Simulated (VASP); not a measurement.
# Ta (Im-3m) in VASP: notebook, part 2 of 2

VASP 6.6.1.

### Step 3. Single point, r2SCAN

This run uses another cell than the first one, of 18.09 Å³/atom, 1.002 times its volume.

The input, POSCAR:

```
Ta
1.0
   -1.6537337098      1.6537337098      1.6537337098
    1.6537337098     -1.6537337098      1.6537337098
    1.6537337098      1.6537337098     -1.6537337098
Ta
1
Direct
    0.0000000000      0.0000000000      0.0000000000
```

The input, INCAR.step1:

```
PREC     = Accurate       # precision mode
ENCUT    = 520            # plane-wave cutoff, eV
ISMEAR   = -1             # smearing method
SIGMA    = 0.15           # smearing width, eV
LREAL    = False          # projectors in reciprocal space
LASPH    = True           # aspherical terms in the spheres
NELM     = 80             # most SCF steps
NBANDS   = 12             # bands
GGA      = PE             # functional
ALGO     = Normal         # electronic algorithm
EDIFF    = 1E-4           # SCF threshold, eV
LWAVE    = True           # write WAVECAR
LCHARG   = False          # write CHGCAR
```

The input, INCAR.step2:

```
PREC     = Accurate       # precision mode
ENCUT    = 520            # plane-wave cutoff, eV
EDIFF    = 1E-6           # SCF threshold, eV
ISMEAR   = -1             # smearing method
SIGMA    = 0.15           # smearing width, eV
LREAL    = False          # projectors in reciprocal space
LASPH    = True           # aspherical terms in the spheres
NELM     = 80             # most SCF steps
ALGO     = Normal         # electronic algorithm
ISIF     = 2              # what is computed and relaxed
LWAVE    = False          # write WAVECAR
LCHARG   = False          # write CHGCAR
METAGGA  = R2SCAN         # meta-GGA
LMIXTAU  = True         
NBANDS   = 12             # bands
ISTART   = 1
```

The input, KPOINTS:

```
regular mesh
0
Gamma
  18 18 18
```

Potentials or basis: VASP PAW PBE potentials, release 64 (Ta_pv).

Started as:

```
cat potpaw_PBE.64/Ta_pv/POTCAR > POTCAR
cp INCAR.step1 INCAR
mpirun -np 1 vasp_std > vasp.out
cp INCAR.step2 INCAR
mpirun -np 1 vasp_std > vasp.out
```

OUTCAR:

```text
PREC = Accurate
   ENCUT = 520
   EDIFF = 1E-6
   ISMEAR = -1
   LREAL = False
   LASPH = True
   NELM = 80
   ISIF = 2
   METAGGA = R2SCAN
   ISTART = 1

 ion  position               nearest neighbor table
   1  0.000  0.000  0.000-

  LATTYP: Found a body centered cubic cell.
 ALAT       =     3.3074674196

  Lattice vectors:

 A1 = (  -1.6537337098,   1.6537337098,   1.6537337098)
 A2 = (   1.6537337098,  -1.6537337098,   1.6537337098)
[... 537 lines left out ...]
     10      17.2903      0.00000
     11      17.4787      0.00000
     12      18.8918      0.00000

 [... further k-points ...]

------------------------ aborting loop because EDIFF is reached ----------------------------------------

  FORCE on cell =-STRESS in cart. coord.  units (eV):
  Direction    XX          YY          ZZ          XY          YZ          ZX
  --------------------------------------------------------------------------------------
  -------------------------------------------------------------------------------------
  Total        0.0675046      0.0675046      0.0675046     -0.0000000      0.0000000     -0.0000000
  in kB        5.9784315      5.9784315      5.9784315     -0.0000000      0.0000000     -0.0000000
  external PRESSURE =       5.9784315 kB  Pullay stress =       0.0000000 kB

 VOLUME and BASIS-vectors are now :
 -----------------------------------------------------------------------------
  energy-cutoff  :      520.00
  volume of cell :       18.09
      direct lattice vectors                 reciprocal lattice vectors
    -1.653733710  1.653733710  1.653733710     0.000000000  0.302346138  0.302346138
     1.653733710 -1.653733710  1.653733710     0.302346138  0.000000000  0.302346138
     1.653733710  1.653733710 -1.653733710     0.302346138  0.302346138  0.000000000

 POSITION                                       TOTAL-FORCE (eV/Angst)
 -----------------------------------------------------------------------------------
      0.00000      0.00000      0.00000        -0.000000     -0.000000      0.000000
 -----------------------------------------------------------------------------------
    total drift:                                0.000000      0.000000      0.000000

  FREE ENERGIE OF THE ION-ELECTRON SYSTEM (eV)
  ---------------------------------------------------
  free  energy   TOTEN  =       -48.6258315851 eV

  energy  without entropy=      -48.5350080776  energy(sigma->0) =      -48.58041983
```

OUTCAR.step1:

```text
PREC = Accurate
   ENCUT = 520
   ISMEAR = -1
   LREAL = False
   LASPH = True
   NELM = 80
[... 575 lines left out ...]
 POSITION                                       TOTAL-FORCE (eV/Angst)
 -----------------------------------------------------------------------------------
      0.00000      0.00000      0.00000        -0.000000     -0.000000      0.000000
 -----------------------------------------------------------------------------------
    total drift:                                0.000000      0.000000      0.000000

  FREE ENERGIE OF THE ION-ELECTRON SYSTEM (eV)
  ---------------------------------------------------
  free  energy   TOTEN  =       -11.8597875051 eV

  energy  without entropy=      -11.7647399916  energy(sigma->0) =      -11.81226375
```

OSZICAR.step1:

```text
N       E                     dE             d eps       ncg     rms          rms(c)
DAV:   1     0.621912275789E+02    0.62191E+02   -0.61239E+03  4688   0.873E+02
DAV:   2    -0.112671700941E+02   -0.73458E+02   -0.71561E+02  5220   0.246E+02
DAV:   3    -0.123181685264E+02   -0.10510E+01   -0.10416E+01  5580   0.278E+01
DAV:   4    -0.123209323205E+02   -0.27638E-02   -0.27635E-02  5228   0.160E+00
DAV:   5    -0.123209412152E+02   -0.88946E-05   -0.88947E-05  5384   0.866E-02    0.134E+01
DAV:   6    -0.119667239242E+02    0.35422E+00   -0.28643E-01  5508   0.578E+00    0.650E+00
DAV:   7    -0.118607529852E+02    0.10597E+00   -0.25994E-01  5344   0.510E+00    0.382E-01
DAV:   8    -0.118598290631E+02    0.92392E-03   -0.71330E-03  5164   0.735E-01    0.155E-01
DAV:   9    -0.118597875051E+02    0.41558E-04   -0.17477E-04  5356   0.140E-01
   1 F= -.11859788E+02 E0= -.11812264E+02  d E =-.950475E-01
```

It took 82 s on 1 thread of AMD EPYC 9R45 (Zen 5), shared host; peak memory 0.14 GiB.

What came out:

* Free energy: -48.6258 eV
* Pressure: 0.6 GPa

Caveat: the PAW data sets were made with another functional, which shifts forces and pressure a little.
